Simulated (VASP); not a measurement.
# Hf3SnS4 (P4/mmm) in VASP: relaxation of cell and atoms with PBE

Aim: the relaxation of cell and atoms of Hf3SnS4 with PBE.

All numbers are computed with VASP 6.6.1; they aren't measurements. Logs are shortened: lines on timing, memory, paths and dates and some standing lists are left out, and cuts for length are marked.

## 1. The cell of the first run

It takes space group P4/mmm (No. 123, tetragonal). The conventional cell has a = 5.069 Å, b = 5.069 Å, c = 7.561 Å, α = 90.00°, β = 90.00°, γ = 90.00°. Hf (site symmetry mmm) has 2 S at 1.98 Å and 2 Hf at 2.53 Å within 2.6 Å. Within 3.3 Å of Hf (site symmetry 4/mmm) lie 4 Hf at 2.53 Å and 8 S at 3.22 Å. Sn (site symmetry 4/mmm) has 8 S at 3.11 Å and 2 Hf at 3.78 Å within 4.1 Å. Within 2.6 Å of S (site symmetry 2mm) lie 1 Hf at 1.98 Å.

The cell was generated, and may not be a known phase.

## 2. Relaxation of cell and atoms, PBE

INCAR

```
  ALGO = Normal
  EDIFF = 1E-7
  EDIFFG = -0.08
  ENCUT = 500
  GGA = PE
  GGA_COMPAT = F
  IBRION = 2
  ISIF = 3
  ISMEAR = 0
  LASPH = T
  LCHARG = F
  LREAL = F
  LWAVE = F
  NELM = 120
  NELMIN = 4
  NSW = 36
  PREC = Accurate
  SIGMA = 0.15
```

KPOINTS

```
k-points
0
Gamma
  3 3 2
```

POSCAR

```
Hf3SnS4
1.0
    5.0694700300      0.0000000000      0.0000000000
    0.0000000000      5.0694700300      0.0000000000
    0.0000000000      0.0000000000      7.5611872000
Hf Sn S
3 1 4
Direct
    0.0000000000      0.5000000000      0.5000000000
    0.5000000000      0.0000000000      0.5000000000
    0.0000000000      0.0000000000      0.5000000000
    0.0000000000      0.0000000000      0.0000000000
    0.0000000000      0.5000000000      0.7619659900
    0.5000000000      0.0000000000      0.7619659900
    0.0000000000      0.5000000000      0.2380340100
    0.5000000000      0.0000000000      0.2380340100
```

Potentials or basis: VASP PAW PBE potentials, release 64 (Hf_pv, Sn_d, S).

Launch:

```
$ cat potpaw_PBE.64/Hf_pv/POTCAR potpaw_PBE.64/Sn_d/POTCAR potpaw_PBE.64/S/POTCAR > POTCAR
$ mpirun -np 1 vasp_std > vasp.out
```

OUTCAR:

```text
EDIFF = 1E-7
   EDIFFG = -0.08
   ENCUT = 500
   GGA = PE
   IBRION = 2
   ISIF = 3
   ISMEAR = 0
   LASPH = T
   LREAL = F
   NELM = 120
   NELMIN = 4
   NSW = 36
   PREC = Accurate

 ion  position               nearest neighbor table
   1  0.000  0.500  0.500-   5 1.98   7 1.98   3 2.53   3 2.53   2 3.58   2 3.58   2 3.58   2 3.58

   2  0.500  0.000  0.500-   6 1.98   8 1.98   3 2.53   3 2.53   1 3.58   1 3.58   1 3.58   1 3.58

   3  0.000  0.000  0.500-   1 2.53   2 2.53   1 2.53   2 2.53   7 3.22   8 3.22   5 3.22   5 3.22
                             7 3.22   6 3.22   6 3.22   8 3.22   4 3.78   4 3.78
   4  0.000  0.000  0.000-   5 3.11   6 3.11   7 3.11   8 3.11   5 3.11   7 3.11   6 3.11   8 3.11
                             3 3.78   3 3.78
   5  0.000  0.500  0.762-   1 1.98   4 3.11   4 3.11   3 3.22   3 3.22
   6  0.500  0.000  0.762-   2 1.98   4 3.11   4 3.11   3 3.22   3 3.22
   7  0.000  0.500  0.238-   1 1.98   4 3.11   4 3.11   3 3.22   3 3.22
   8  0.500  0.000  0.238-   2 1.98   4 3.11   4 3.11   3 3.22   3 3.22

  LATTYP: Found a simple tetragonal cell.
 ALAT       =     5.0694700300
 C/A-ratio  =     1.4915143309

  Lattice vectors:

 A1 = (   5.0694700300,   0.0000000000,   0.0000000000)
 A2 = (   0.0000000000,   5.0694700300,   0.0000000000)
 A3 = (   0.0000000000,   0.0000000000,   7.5611872000)

Analysis of symmetry for initial positions (statically):
=====================================================================
 Subroutine PRICEL returns:
 Original cell was already a primitive cell.

 Routine SETGRP: Setting up the symmetry group for a
 simple tetragonal supercell.

 Subroutine GETGRP returns: Found 16 space group operations
 (whereof 16 operations were pure point group operations)
 out of a pool of 16 trial point group operations.

The static configuration has the point symmetry D_4h.

Analysis of symmetry for dynamics (positions and initial velocities):
=====================================================================
 Subroutine PRICEL returns:
 Original cell was already a primitive cell.

 Routine SETGRP: Setting up the symmetry group for a
 simple tetragonal supercell.

 Subroutine GETGRP returns: Found 16 space group operations
 (whereof 16 operations were pure point group operations)
 out of a pool of 16 trial point group operations.

The dynamic configuration has the point symmetry D_4h.

 Subroutine INISYM returns: Found 16 space group operations
 (whereof 16 operations are pure point group operations),
 and found     1 'primitive' translations

----------------------------------------------------------------------------------------

                                     Primitive cell

  volume of cell :     194.3189

  direct lattice vectors                    reciprocal lattice vectors
     5.069470030  0.000000000  0.000000000     0.197259278  0.000000000  0.000000000
     0.000000000  5.069470030  0.000000000     0.000000000  0.197259278  0.000000000
     0.000000000  0.000000000  7.561187200     0.000000000  0.000000000  0.132254363

  length of vectors
     5.069470030  5.069470030  7.561187200     0.197259278  0.197259278  0.132254363

  position of ions in fractional coordinates (direct lattice)
     0.000000000  0.500000000  0.500000000
     0.500000000  0.000000000  0.500000000
     0.000000000  0.000000000  0.500000000
     0.000000000  0.000000000  0.000000000
     0.000000000  0.500000000  0.761965990
     0.500000000  0.000000000  0.761965990
     0.000000000  0.500000000  0.238034010
     0.500000000  0.000000000  0.238034010

  ion indices of the primitive-cell ions
   primitive index   ion index
                 1           1
                 2           2
                 3           3
                 4           4
                 5           5
                 6           6
                 7           7
                 8           8

----------------------------------------------------------------------------------------

 KPOINTS: k-points

Automatic generation of k-mesh.
 Grid dimensions read from file:
 generate k-points for:    3    3    2

 Generating k-lattice:

  Cartesian coordinates                     Fractional coordinates (reciprocal lattice)
     0.065753093  0.000000000  0.000000000     0.333333333  0.000000000  0.000000000
     0.000000000  0.065753093  0.000000000     0.000000000  0.333333333  0.000000000
     0.000000000  0.000000000  0.066127182     0.000000000  0.000000000  0.500000000

  Length of vectors
     0.065753093  0.065753093  0.066127182

  Shift w.r.t. Gamma in fractional coordinates (k-lattice)
     0.000000000  0.000000000  0.000000000

 Subroutine IBZKPT returns following result:
 ===========================================

 Found      6 irreducible k-points:

 Following reciprocal coordinates:
            Coordinates               Weight
  0.000000  0.000000  0.000000      1.000000
  0.333333  0.000000  0.000000      4.000000
  0.333333  0.333333  0.000000      4.000000
  0.000000  0.000000  0.500000      1.000000
  0.333333  0.000000  0.500000      4.000000
  0.333333  0.333333  0.500000      4.000000
   k-points           NKPTS =      6   k-points in BZ     NKDIM =      6   number of bands    NBANDS=     40
   number of dos      NEDOS =    301   number of ions     NIONS =      8
   total plane-waves  NPLWV =  89600
   dimension x,y,z NGX =    40 NGY =   40 NGZ =   56
   dimension x,y,z NGXF=    80 NGYF=   80 NGZF=  112
   ions per type =               3   1   4
   NGX,Y,Z   is equivalent  to a cutoff of  13.12, 13.12, 12.31 a.u.
   NGXF,Y,Z  is equivalent  to a cutoff of  26.23, 26.23, 24.63 a.u.
 SYSTEM =  unknown system
   PREC   = accura    normal or accurate (medium, high low for compatibility)
   ISTART =      0    job   : 0-new  1-cont  2-samecut
   ICHARG =      2    charge: 1-file 2-atom 10-const
   ISPIN  =      1    spin polarized calculation?
   LNONCOLLINEAR =      F non collinear calculations
   LSORBIT =      F    spin-orbit coupling
   LASPH  =      T    aspherical Exc in radial PAW
   ENCUT  =  500.0 eV  36.75 Ry    6.06 a.u.   9.24  9.24 13.79*2*pi/ulx,y,z
   NELM   =    120;   NELMIN=  4; NELMDL= -5     # of ELM steps
   EDIFF  = 0.1E-06   stopping-criterion for ELM
   LREAL  =      F    real-space projection
   EDIFFG = -.8E-01   stopping-criterion for IOM
   NSW    =     36    number of steps for IOM
   IBRION =      2    ionic relax: 0-MD 1-quasi-New 2-CG
   NFREE  =      1    steps in history (QN), initial steepest desc. (CG)
   ISIF   =      3    stress and relaxation
   ISYM   =      2    0-nonsym 1-usesym 2-fastsym
   POTIM  = 0.5000    time-step for ionic-motion
   TEBEG  =    0.0;   TEEND  =   0.0 temperature during run
   PSTRESS=    0.0 pullay stress
   NELECT =      68.0000    total number of electrons
   NUPDOWN=      -1.0000    fix difference up-down
   EMIN   =  10.00;   EMAX   =-10.00  energy-range for DOS
   EFERMI =   0.00;   METHOD = LEGACY
   ISMEAR =     0;   SIGMA  =   0.15  broadening in eV -4-tet -1-fermi 0-gaus
   EFERMI_NEDOS =   21; number of points for ismear=-14 and -15
   IALGO  =     38    algorithm
   IMIX   =      4    mixing-type and parameters
     AMIX     =   0.40;   BMIX     =  1.00
     AMIX_MAG =   1.60;   BMIX_MAG =  1.00
  volume/ion in A,a.u.               =      24.29       163.92
  Fermi-wavevector in a.u.,A,eV,Ry     =   1.153647  2.180076 18.107998  1.330900
  Thomas-Fermi vector in A             =   2.290289
   LORBIT       =      0    0 simple, 1 ext, 2 COOP (PROOUT), +10 PAW based schemes
   GGA     = PE    functional components
   LHFCALC =     F    Hartree Fock is set to
   AEXX    =    0.0000 exact exchange contribution
   IVDW    =     0    specifies the selected vdW correction
   LEPSILON=     F    determine dielectric tensor
   LRPA    =     F    only Hartree local field effects (RPA)
 conjugate gradient relaxation of ions
 non-spin polarized calculation
 Gauss-broadening in eV      SIGMA  =   0.15
  energy-cutoff  :      500.00
  volume of cell :      194.32
 maximum number of plane-waves:      4930
 NGX is ok and might be reduce to    40
   NGX = 19   NGY = 19   NGZ = 27

--------------------------------------- Ionic step        1  -------------------------------------------

 number of electron      68.0000017 magnetization

 Free energy of the ion-electron system (eV)
  ---------------------------------------------------
  ext. energy  EPLUGINS =         0.00000000
  ---------------------------------------------------
  free energy    TOTEN  =       -40.03669143 eV

  energy without entropy =      -39.93636298  energy(sigma->0) =      -39.98652720

 E-fermi :   3.8073     XC(G=0):  -9.4254

 val. band max:        3.7883194126   @ k =   0.3333   0.3333   0.0000
 cond. band min:       3.8237296470   @ k =   0.3333   0.0000   0.5000
 fundamental gap:      0.0354102343
 Fermi energy:         3.8072803529

 k-point     1 :       0.0000    0.0000    0.0000
  band No.  band energies     occupation
      1     -27.5923      2.00000
      2     -27.5923      2.00000
      3     -27.1414      2.00000
      4     -26.6663      2.00000
      5     -26.5298      2.00000
      6     -25.6157      2.00000
[... 286 lines left out ...]
  energy  without entropy=      -39.9363629778  energy(sigma->0) =      -39.98652720

--------------------------------------- Ionic step        2  -------------------------------------------

 number of electron      68.0000092 magnetization

 E-fermi :  -0.3942     XC(G=0):  -7.2640

 val. band max:       -0.4079475816   @ k =   0.3333   0.0000   0.0000
 cond. band min:      -0.3910208879   @ k =   0.3333   0.3333   0.5000
 fundamental gap:      0.0169266938
 Fermi energy:        -0.3941637919

 k-point     1 :       0.0000    0.0000    0.0000
  band No.  band energies     occupation
      1     -32.1840      2.00000
      2     -32.1633      2.00000
      3     -32.1578      2.00000
      4     -32.1578      2.00000
      5     -32.0372      2.00000
      6     -32.0372      2.00000
[... 324 lines left out ...]
  FREE ENERGIE OF THE ION-ELECTRON SYSTEM (eV)
  ---------------------------------------------------
  free  energy   TOTEN  =       -36.9771574821 eV

  energy  without entropy=      -36.8060125658  energy(sigma->0) =      -36.89158502

[... ionic steps 4 to 11 ...]

--------------------------------------- Ionic step       12  -------------------------------------------

 number of electron      67.9999997 magnetization

------------------------ aborting loop because EDIFF is reached ----------------------------------------

  FORCE on cell =-STRESS in cart. coord.  units (eV):
  Direction    XX          YY          ZZ          XY          YZ          ZX
  --------------------------------------------------------------------------------------
  -------------------------------------------------------------------------------------
  Total       -0.0426239     -0.0426239     -1.4640742      0.0000000     -0.0000000     -0.0000000
  in kB       -0.2771266     -0.2771266     -9.5189296      0.0000000     -0.0000000     -0.0000000
  external PRESSURE =      -3.3577276 kB  Pullay stress =       0.0000000 kB
[... 69 lines left out ...]
  energy  without entropy=      -48.0905405880  energy(sigma->0) =      -48.11836649

--------------------------------------- Ionic step       14  -------------------------------------------

 number of electron      67.9999999 magnetization

 Free energy of the ion-electron system (eV)
  ---------------------------------------------------
  ext. energy  EPLUGINS =         0.00000000
  ---------------------------------------------------
  free energy    TOTEN  =       -48.15635149 eV

  energy without entropy =      -48.10045519  energy(sigma->0) =      -48.12840334

 E-fermi :   1.9320     XC(G=0):  -8.5260

 val. band max:        1.9245177667   @ k =   0.3333   0.3333   0.5000
 cond. band min:       2.0017142544   @ k =   0.0000   0.0000   0.5000
 fundamental gap:      0.0771964877
 Fermi energy:         1.9319984623

 k-point     1 :       0.0000    0.0000    0.0000
  band No.  band energies     occupation
      1     -29.4317      2.00000
      2     -29.3285      2.00000
      3     -29.3285      2.00000
      4     -28.5923      2.00000
      5     -28.5923      2.00000
      6     -28.2609      2.00000
[... 282 lines left out ...]
  FREE ENERGIE OF THE ION-ELECTRON SYSTEM (eV)
  ---------------------------------------------------
  free  energy   TOTEN  =       -48.1563514878 eV

  energy  without entropy=      -48.1004551866  energy(sigma->0) =      -48.12840334

 reached required accuracy - stopping structural energy minimisation
```

Wall time 25 min (1 thread of Intel Xeon 8259CL, shared host); peak memory 0.33 GiB.

Results:

| Property | Result |
| --- | --- |
| Free energy | -48.1564 eV |
| Relaxed volume | 30.71 Å³/atom |
| Relaxed cell | a = 5.500 Å, b = 5.500 Å, c = 8.123 Å, α = 90.00°, β = 90.00°, γ = 90.00° |
| Space group after relaxing (to 0.1 Å) | P4/mmm (No. 123) |
| Pressure after relaxing | 0.0 GPa |
| Largest force after relaxing | 0.031 eV/Å |
| Band gap on the k mesh | zero (bands 34 and 35 overlap by 0.25 eV) |

Forces on the atoms (eV/Å):
```
Hf   0.000  0.000  0.000
Hf   0.000  0.000  0.000
Hf   0.000  0.000  0.000
Sn   0.000  0.000  0.000
S    0.000  0.000 -0.031
S    0.000  0.000 -0.031
S    0.000  0.000  0.031
S    0.000  0.000  0.031
```

Final structure:
```xyz
8
Lattice="5.4998 0.0000 0.0000 0.0000 5.4998 0.0000 0.0000 0.0000 8.1234" Properties=species:S:1:pos:R:3 pbc="T T T"
Hf    0.0000    2.7499    4.0617
Hf    2.7499    0.0000    4.0617
Hf    0.0000    0.0000    4.0617
Sn    0.0000    0.0000    0.0000
S     0.0000    2.7499    6.4127
S     2.7499    0.0000    6.4127
S     0.0000    2.7499    1.7106
S     2.7499    5.4998    1.7106
```

Levels at points of the mesh, in eV from the Fermi level:
| k point | band 30 | band 31 | band 32 | band 33 | band 34 | band 35 | band 36 | band 37 | band 38 | band 39 |
| --- | --- | --- | --- | --- | --- | --- | --- | --- | --- | --- |
| (0.00, 0.00, 0.00) | -1.08 | -0.89 | -0.67 | -0.67 | -0.21 | -0.06 | 0.59 | 1.26 | 1.26 | 1.31 |
| (0.00, 0.00, 0.50) | -1.35 | -1.24 | -1.24 | -0.38 | -0.38 | -0.25 | 0.07 | 0.07 | 0.13 | 3.40 |

Caveat: the k points lie up to 0.39 Å⁻¹ apart in the final cell; the volume moved by over 15 % at a fixed basis, so the end points are rough; spin-orbit coupling is left out, which moves the levels of the heavy elements.

The gap in the log of VASP goes by the Fermi energy; the results here count the filled bands.